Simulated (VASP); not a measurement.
# SiC (F-43m) in VASP: a series of runs

The runs below take SiC through G0W0 quasiparticle levels, with PBE.

Everything below comes from runs of VASP 6.6.1. Logs are shortened: lines on timing, memory, paths and dates and some standing lists are left out, and cuts for length are marked.

## Step 1: The cell of the first run

Symmetry: F-43m, No. 216, cubic system. Conventional cell: a = 4.358 Å, b = 4.358 Å, c = 4.358 Å, α = 90.00°, β = 90.00°, γ = 90.00°. Within 2.5 Å of Si (site symmetry -43m) lie 4 C at 1.89 Å. Within 2.5 Å of C (site symmetry -43m) lie 4 Si at 1.89 Å.

## Step 2: G0W0 quasiparticle levels, PBE

The input, POSCAR:

```
SiC
1.0
    0.0000000000      2.1790000000      2.1790000000
    2.1790000000      0.0000000000      2.1790000000
    2.1790000000      2.1790000000      0.0000000000
Si C
1 1
Direct
    0.0000000000      0.0000000000      0.0000000000
    0.2500000000      0.2500000000      0.2500000000
```

The input, INCAR.step1:

```
SYSTEM = SiC
ALGO = Normal
EDIFF = 1E-8
ENCUT = 500
GGA = PE
ISMEAR = 0
LASPH = .TRUE.
LCHARG = .FALSE.
LREAL = .FALSE.
LWAVE = .TRUE.
NELM = 100
PREC = Accurate
SIGMA = 0.01
```

The input, INCAR.step2:

```
SYSTEM = SiC
ALGO = Exact
EDIFF = 1E-8
ENCUT = 500
GGA = PE
ISMEAR = 0
ISTART = 1
LASPH = .TRUE.
LCHARG = .FALSE.
LOPTICS = .TRUE.
LREAL = .FALSE.
LWAVE = .TRUE.
NBANDS = 208
NELM = 1
PREC = Accurate
SIGMA = 0.01
```

The input, INCAR.step3:

```
SYSTEM = SiC
ALGO = EVGW0
EDIFF = 1E-8
ENCUT = 500
ENCUTGW = 180.0
GGA = PE
ISMEAR = 0
ISTART = 1
LASPH = .TRUE.
LCHARG = .FALSE.
LREAL = .FALSE.
LWAVE = .FALSE.
NBANDS = 208
NBANDSGW = 12
NELMGW = 1
NOMEGA = 48
PREC = Accurate
PRECFOCK = Fast
SIGMA = 0.01
```

The input, KPOINTS:

```
k-points
0
G
  2 2 2
  0 0 0
```

Potentials or basis: VASP PAW PBE potentials, release 64 (Si_GW, C_GW).

The run is started by

```
> cat potpaw_PBE.64/Si_GW/POTCAR potpaw_PBE.64/C_GW/POTCAR > POTCAR
> cp INCAR.step1 INCAR
> mpirun -np 1 vasp_std > vasp.out
> cp INCAR.step2 INCAR
> mpirun -np 1 vasp_std > vasp.out
> cp INCAR.step3 INCAR
> mpirun -np 1 vasp_std > vasp.out
```

OUTCAR:

```text
SYSTEM = SiC
   EDIFF = 1E-8
   ENCUT = 500
   ENCUTGW = 180.0
   GGA = PE
   ISMEAR = 0
   ISTART = 1
   LASPH = .TRUE.
   LREAL = .FALSE.
   NELMGW = 1
   PREC = Accurate
   PRECFOCK = Fast

 ion  position               nearest neighbor table
   1  0.000  0.000  0.000-   2 1.89   2 1.89   2 1.89   2 1.89
   2  0.250  0.250  0.250-   1 1.89   1 1.89   1 1.89   1 1.89

  LATTYP: Found a face centered cubic cell.
 ALAT       =     4.3580000000

  Lattice vectors:

 A1 = (   0.0000000000,   2.1790000000,   2.1790000000)
 A2 = (   2.1790000000,   0.0000000000,   2.1790000000)
 A3 = (   2.1790000000,   2.1790000000,   0.0000000000)

Analysis of symmetry for initial positions (statically):
=====================================================================
 Subroutine PRICEL returns:
 Original cell was already a primitive cell.

 Routine SETGRP: Setting up the symmetry group for a
 face centered cubic supercell.

 Subroutine GETGRP returns: Found 24 space group operations
 (whereof 24 operations were pure point group operations)
 out of a pool of 48 trial point group operations.

The static configuration has the point symmetry T_d .

Analysis of symmetry for dynamics (positions and initial velocities):
=====================================================================
 Subroutine PRICEL returns:
 Original cell was already a primitive cell.

 Routine SETGRP: Setting up the symmetry group for a
 face centered cubic supercell.

 Subroutine GETGRP returns: Found 24 space group operations
 (whereof 24 operations were pure point group operations)
 out of a pool of 48 trial point group operations.

The dynamic configuration has the point symmetry T_d .

 Subroutine INISYM returns: Found 24 space group operations
 (whereof 24 operations are pure point group operations),
 and found     1 'primitive' translations

----------------------------------------------------------------------------------------

                                     Primitive cell

  volume of cell :      20.6920

  direct lattice vectors                    reciprocal lattice vectors
     0.000000000  2.179000000  2.179000000    -0.229463056  0.229463056  0.229463056
     2.179000000  0.000000000  2.179000000     0.229463056 -0.229463056  0.229463056
     2.179000000  2.179000000  0.000000000     0.229463056  0.229463056 -0.229463056

  length of vectors
     3.081571352  3.081571352  3.081571352     0.397441672  0.397441672  0.397441672

  position of ions in fractional coordinates (direct lattice)
     0.000000000  0.000000000  0.000000000
     0.250000000  0.250000000  0.250000000

  ion indices of the primitive-cell ions
   primitive index   ion index
                 1           1
                 2           2

----------------------------------------------------------------------------------------

 KPOINTS: k-points

Automatic generation of k-mesh.
 Grid dimensions read from file:
 generate k-points for:    2    2    2

 Generating k-lattice:

  Cartesian coordinates                     Fractional coordinates (reciprocal lattice)
    -0.114731528  0.114731528  0.114731528     0.500000000  0.000000000  0.000000000
     0.114731528 -0.114731528  0.114731528     0.000000000  0.500000000  0.000000000
     0.114731528  0.114731528 -0.114731528     0.000000000  0.000000000  0.500000000

  Length of vectors
     0.198720836  0.198720836  0.198720836

  Shift w.r.t. Gamma in fractional coordinates (k-lattice)
     0.000000000  0.000000000  0.000000000

 Subroutine IBZKPT returns following result:
 ===========================================

 Found      3 irreducible k-points:

 Following reciprocal coordinates:
            Coordinates               Weight
  0.000000  0.000000  0.000000      1.000000
  0.500000  0.000000  0.000000      4.000000
  0.500000  0.500000  0.000000      3.000000
   k-points           NKPTS =      3   k-points in BZ     NKDIM =      8   number of bands    NBANDS=    208
   number of dos      NEDOS =    301   number of ions     NIONS =      2
   total plane-waves  NPLWV =  13824
   dimension x,y,z NGX =    24 NGY =   24 NGZ =   24
   dimension x,y,z NGXF=    48 NGYF=   48 NGZF=   48
   ions per type =               1   1
   NGX,Y,Z   is equivalent  to a cutoff of  12.95, 12.95, 12.95 a.u.
   NGXF,Y,Z  is equivalent  to a cutoff of  25.90, 25.90, 25.90 a.u.
 SYSTEM =  SiC
   PREC   = accura    normal or accurate (medium, high low for compatibility)
   ISTART =      1    job   : 0-new  1-cont  2-samecut
   ICHARG =      0    charge: 1-file 2-atom 10-const
   ISPIN  =      1    spin polarized calculation?
   LNONCOLLINEAR =      F non collinear calculations
   LSORBIT =      F    spin-orbit coupling
   LASPH  =      T    aspherical Exc in radial PAW
   ENCUT  =  500.0 eV  36.75 Ry    6.06 a.u.   5.62  5.62  5.62*2*pi/ulx,y,z
   NELM   =     60;   NELMIN=  2; NELMDL=  0     # of ELM steps
   EDIFF  = 0.1E-07   stopping-criterion for ELM
   LREAL  =      F    real-space projection
   EDIFFG = 0.1E-06   stopping-criterion for IOM
   NSW    =      0    number of steps for IOM
   IBRION =     -1    ionic relax: 0-MD 1-quasi-New 2-CG
   NFREE  =      0    steps in history (QN), initial steepest desc. (CG)
   ISIF   =      0    stress and relaxation
   ISYM   =      3    0-nonsym 1-usesym 2-fastsym
   POTIM  = 0.5000    time-step for ionic-motion
   TEBEG  =    0.0;   TEEND  =   0.0 temperature during run
   PSTRESS=    0.0 pullay stress
   NELECT =       8.0000    total number of electrons
   NUPDOWN=      -1.0000    fix difference up-down
   EMIN   =  10.00;   EMAX   =-10.00  energy-range for DOS
   EFERMI =   0.00;   METHOD = LEGACY
   ISMEAR =     0;   SIGMA  =   0.01  broadening in eV -4-tet -1-fermi 0-gaus
   EFERMI_NEDOS =   21; number of points for ismear=-14 and -15
   IALGO  =     38    algorithm
   IMIX   =      4    mixing-type and parameters
     AMIX     =   0.40;   BMIX     =  1.00
     AMIX_MAG =   1.60;   BMIX_MAG =  1.00
  volume/ion in A,a.u.               =      10.35        69.82
  Fermi-wavevector in a.u.,A,eV,Ry     =   1.192626  2.253736 19.352338  1.422357
  Thomas-Fermi vector in A             =   2.328660
   LORBIT       =      0    0 simple, 1 ext, 2 COOP (PROOUT), +10 PAW based schemes
   GGA     = PE    functional components
   LHFCALC =     T    Hartree Fock is set to
   PRECFOCK=fast      Normal, Fast or Accurate (Low or Medium for compatibility)
   ENCUT4O =  -1.0   cutoff for four orbital integrals eV
   NKREDX  =     1    reduce k-point grid by
   NKREDY  =     1    reduce k-point grid by
   NKREDZ  =     1    reduce k-point grid by
   AEXX    =    1.0000 exact exchange contribution
   HFSCREEN=    0.0000 screening length (either q_TF or 0.3 A-1)
   HFSCREENC=   0.0000 screening length for correlation (either q_TF or 0.3 A-1)
   ENCUTFOCK=  -1.0 apply spherical cutoff to Coloumb kernel
   IVDW    =     0    specifies the selected vdW correction
   LEPSILON=     F    determine dielectric tensor
   LRPA    =     F    only Hartree local field effects (RPA)
   LRPAFORCE           =     F    calculate RPA forces
   ENCUTGW             = 180.0    cutoff for response function in eV
   ENCUTGWSOFT         = 144.0    soft cutoff for Coulomb kernel in GW response function in eV
   ENCUTLF             =  -1.0    cutoff for local field effects
   NELMGW              =     1    number of iterations in solving QP/BSE equation
   NELMHF              =     1    number of iterations in the inner HF iteration
   NKREDLFX            =     1    NKREDLFY  =   1   NKREDLFZ  =   1
 non-spin polarized calculation
 Gauss-broadening in eV      SIGMA  =   0.01
  energy-cutoff  :      500.00
  volume of cell :       20.69
 maximum number of plane-waves:       544
 NGX is ok and might be reduce to    24
  NGX = 14; NGY = 14; NGZ = 14
   NGX = 11   NGY = 11   NGZ = 11
 maximum number of plane-waves:       116
 NGX is ok and might be reduce to    14

 QP shifts <psi_nk| G(iteration)W_0 |psi_nk>: iteration 1
 for sc-GW calculations column KS-energies equals QP-energies in previous step
 and V_xc(KS)=  KS-energies - (<T + V_ion + V_H > + <T+V_H+V_ion>^1  + <V_x>^1)

 k-point   1 :       0.0000    0.0000    0.0000
  band No.  KS-energies  QP-energies   sigma(KS)   V_xc(KS)     V^pw_x(r,r')   Z            occupation Imag(sigma)

      1      -7.3380      -8.7276     -14.6566     -12.6184     -21.3543       0.6818       2.0000       0.9860
      2       8.3135       7.5477     -15.8048     -14.8289     -18.8161       0.7847       2.0000       0.0652
      3       8.3135       7.5477     -15.8048     -14.8289     -18.8161       0.7847       2.0000       0.0652
      4       8.3135       7.5477     -15.8048     -14.8289     -18.8161       0.7847       2.0000       0.0652
      5      14.4716      14.6512     -12.8185     -13.0634      -6.3706       0.7337       0.0000      -0.1304
      6      15.1513      15.3831     -11.1429     -11.4411      -5.0772       0.7771       0.0000      -0.1493
      7      15.1513      15.3831     -11.1429     -11.4411      -5.0772       0.7771       0.0000      -0.1493
      8      15.1513      15.3831     -11.1429     -11.4411      -5.0772       0.7771       0.0000      -0.1493
      9      22.3472      22.7455     -10.8893     -11.3701      -4.3303       0.8284       0.0000      -0.2513
     10      22.3472      22.7455     -10.8893     -11.3701      -4.3303       0.8284       0.0000      -0.2513
     11      24.3769      24.2462      -9.6716      -9.5153      -2.5991       0.8365       0.0000      -0.6566
     12      25.1518      25.0546     -10.1458     -10.0281      -2.7489       0.8247       0.0000      -0.7413

 k-point   2 :       0.5000    0.0000    0.0000
  band No.  KS-energies  QP-energies   sigma(KS)   V_xc(KS)     V^pw_x(r,r')   Z            occupation Imag(sigma)

      1      -3.6651      -5.1383     -15.6719     -13.7288     -21.4486       0.7582       2.0000       0.9620
      2      -0.5401      -1.6450     -13.3320     -11.8950     -17.5133       0.7689       2.0000       0.3014
      3       7.1998       6.3677     -15.4742     -14.4169     -18.6216       0.7870       2.0000       0.0800
      4       7.1998       6.3677     -15.4742     -14.4169     -18.6216       0.7870       2.0000       0.0800
      5      13.4657      13.6076     -11.9566     -12.1365      -5.9560       0.7893       0.0000      -0.1448
      6      15.0726      15.2323     -10.7452     -10.9435      -4.7408       0.8058       0.0000      -0.1871
      7      15.0726      15.2323     -10.7452     -10.9435      -4.7408       0.8058       0.0000      -0.1871
      8      18.1838      18.1006     -11.4995     -11.3930      -4.6597       0.7804       0.0000      -0.3654
      9      24.3522      24.5224     -11.2777     -11.4937      -4.0658       0.7878       0.0000      -0.5496
     10      25.1414      25.5252     -10.9763     -11.4696      -3.5104       0.7781       0.0000      -0.6985
     11      25.1414      25.5252     -10.9763     -11.4696      -3.5104       0.7781       0.0000      -0.6985
     12      28.2771      28.7401     -11.6004     -12.1846      -4.3722       0.7926       0.0000      -0.5451

 k-point   3 :       0.5000    0.5000    0.0000
  band No.  KS-energies  QP-energies   sigma(KS)   V_xc(KS)     V^pw_x(r,r')   Z            occupation Imag(sigma)

      1      -2.1456      -3.5425     -15.9289     -14.2374     -21.5509       0.8259       2.0000       1.0705
      2       0.2166      -0.8458     -13.8165     -12.4200     -18.0020       0.7607       2.0000       0.2240
      3       4.9554       4.0030     -14.6686     -13.4480     -18.0643       0.7803       2.0000       0.0920
      4       4.9554       4.0030     -14.6686     -13.4480     -18.0643       0.7803       2.0000       0.0920
      5       9.2508       9.0905     -10.4852     -10.2857      -5.0882       0.8036       0.0000      -0.1291
      6      12.2235      12.2232     -10.6228     -10.6224      -5.0161       0.8208       0.0000      -0.1397
      7      22.1307      22.5632     -12.2563     -12.8135      -4.7278       0.7762       0.0000      -0.5912
      8      22.1307      22.5632     -12.2563     -12.8135      -4.7278       0.7762       0.0000      -0.5912
      9      23.1815      23.7792     -13.3407     -14.1375      -6.0009       0.7501       0.0000      -0.4456
     10      27.8744      28.2740     -10.5763     -11.0979      -2.8467       0.7659       0.0000      -0.8233
     11      30.1164      30.7140     -12.0312     -12.7827      -4.6705       0.7951       0.0000      -0.5608
     12      30.1164      30.7140     -12.0312     -12.7827      -4.6705       0.7951       0.0000      -0.5608
```

Run time: 27 s. Hardware: 1 thread of Intel Xeon 8259CL, shared host; peak memory 0.16 GiB.

What came out:

* Band gap on the k mesh, mean-field level: 0.94 eV, indirect (least direct gap 4.30 eV)
* Quasiparticle gap: 1.54 eV
* Least direct quasiparticle gap: 5.09 eV

Levels at points of the mesh, in eV from the valence-band top:
```
           k point  band 1  band 2  band 3  band 4  band 5  band 6  band 7  band 8
(0.00, 0.00, 0.00)  -15.65    0.00    0.00    0.00    6.16    6.84    6.84    6.84
(0.50, 0.00, 0.00)  -11.98   -8.85   -1.11   -1.11    5.15    6.76    6.76    9.87
(0.50, 0.50, 0.00)  -10.46   -8.10   -3.36   -3.36    0.94    3.91   13.82   13.82
```

Caveat: the k points lie up to 1.25 Å⁻¹ apart; bands, screening cutoff and mesh are small and nothing is extrapolated, so the quasiparticle values aren't converged. A k mesh can miss the band edges.

(Continued in part 2 of 2.)
